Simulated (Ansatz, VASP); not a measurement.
**One calculation of Ga2O3, two programs**

```
CELL_PARAMETERS angstrom
6.10700 -1.51855 0.00000
6.10700 1.51855 0.00000
-1.38599 0.00000 5.68631
ATOMIC_POSITIONS crystal
Ga 0.09249 0.09249 0.79777
Ga 0.90751 0.90751 0.20223
Ga 0.65878 0.65878 0.31469
Ga 0.34122 0.34122 0.68531
O 0.16847 0.16847 0.11024
O 0.83153 0.83153 0.88976
O 0.17225 0.17225 0.56077
O 0.82775 0.82775 0.43923
O 0.49569 0.49569 0.25321
O 0.50431 0.50431 0.74679
```

Change from the starting cell: z stretched by +1 %, ions relaxed.

Alike in both runs: functional PBE; k mesh 10 × 10 × 6; occupations fermi-dirac, width 0.02 eV; no spin polarisation.

Ansatz relaxed the structure, and its values are those at the end. VASP's run is a single point on that final structure, the one shown.

|  | VASP | Ansatz |
| --- | --- | --- |
| version | VASP 6.6.1 | Ansatz 0.2.0 |
| potentials or method | VASP PAW PBE potentials, release 64 (Ga_d, O) | plane-wave PAW, scalar-relativistic |
| plane-wave cutoff (eV) | 520 | 420 |
| valence electrons in the cell | 88 | 88 |

VASP gave:

```
gap on the k mesh at the Fermi level (eV) : 2.28
pressure (GPa)                            : 7.0
rms of the force components (eV/Å)        : 0.012
```

**Question.** What did Ansatz give for the same quantities?

**Answer.** gap on the k mesh at the Fermi level (eV): 2.30; pressure (GPa): 6.4; rms of the force components (eV/Å): 0.005.

Ansatz's warnings: stress scf threshold loose.
